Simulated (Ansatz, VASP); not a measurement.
## Sb: VASP beside Ansatz

File POSCAR:

```
Sb
1.0
    3.1224020000      0.0000000000      0.0000000000
    0.0000000000      4.3475180000      0.0000000000
   -0.0389150000      0.0000000000      4.4058520000
Sb
2
Direct
    0.0113890000      0.2500000000      0.2411660000
    0.9886110000      0.7500000000      0.7588340000
```

Contents of INCAR.step1:

```
SYSTEM = Sb
  PREC = Accurate
  ENCUT = 520
  EDIFF = 1E-5
  ISMEAR = -1
  SIGMA = 0.05
  LREAL = .False.
  LASPH = .True.
  NELM = 100
  ALGO = Normal
  ISIF = 2
  LWAVE = .True.
  NBANDS = 12
  GGA = PE
```

Contents of INCAR.step2:

```
SYSTEM = Sb
  PREC = Accurate
  ENCUT = 520
  EDIFF = 1E-6
  ISMEAR = -1
  SIGMA = 0.05
  LREAL = .False.
  LASPH = .True.
  NELM = 100
  ALGO = Normal
  ISIF = 2
  LWAVE = .False.
  LCHARG = .True.
  GGA = PE
  LHFCALC = .True.
  HFSCREEN = 0.2079
  PRECFOCK = Normal
  LELF = .True.
  LVHAR = .True.
  NBANDS = 12
  ISTART = 1
```

File KPOINTS:

```
regular mesh
0
Gamma
  6 4 4
  0 0 0
```

The input input:

```
crystal:
  lattice:
    - [3.122402, 0.0, 0.0]
    - [0.0, 4.347518, 0.0]
    - [-0.038915, 0.0, 4.405852]
  atoms:
    - { symbol: Sb, position: [0.011389, 0.25, 0.241166] }
    - { symbol: Sb, position: [0.988611, 0.75, 0.758834] }
hamiltonian:
  xc: hse06
  pseudopotentials: { kind: paw }
kpoints:
  mp_grid: { grid: [6, 4, 4] }
scf:
  occupations: { method: fermi_dirac, width: 0.05 }
output:
  forces: true
  stress: true
  eigenvalues: true
  write_density: true
  write_potential: true
  elf: true
  volumetric_format: npy
```

Alike in both runs: task single point; functional HSE06; k mesh 6 × 4 × 4; occupations fermi-dirac, width 0.05 eV; no spin polarisation.

|  | VASP | Ansatz |
| --- | --- | --- |
| version | VASP 6.6.1 | Ansatz 0.2.0 |
| potentials or method | VASP PAW PBE potentials, release 64 (Sb) | Ansatz PAW |
| plane-wave cutoff (eV) | 520 | 420 |
| valence electrons in the cell | 10 | 30 |

VASP gave:

- gap on the k mesh at the Fermi level (eV): none
- pressure (GPa): -2.3
- traceless stress, the component that is largest in VASP (GPa): -4.74
- rms of the force components (eV/Å): 0.039

Task: Estimate Ansatz's values.

Result: gap on the k mesh at the Fermi level (eV): none; pressure (GPa): -1.3; traceless stress, the component that is largest in VASP (GPa): -4.70; rms of the force components (eV/Å): 0.029.

Atom by atom the forces differ by 0.013 eV/Å (rms over components). A gap of «none» marks a metal or a gap that the smearing closes. With one functional, cell and mesh, what is left measures potentials, basis and numerics. VASP's potentials hold 10 valence electrons a cell and Ansatz's 30, so a difference there can come from the potentials and not from the codes.

The k mesh is coarse, so the values compare programs but aren't converged. Neither program's run includes spin-orbit coupling.
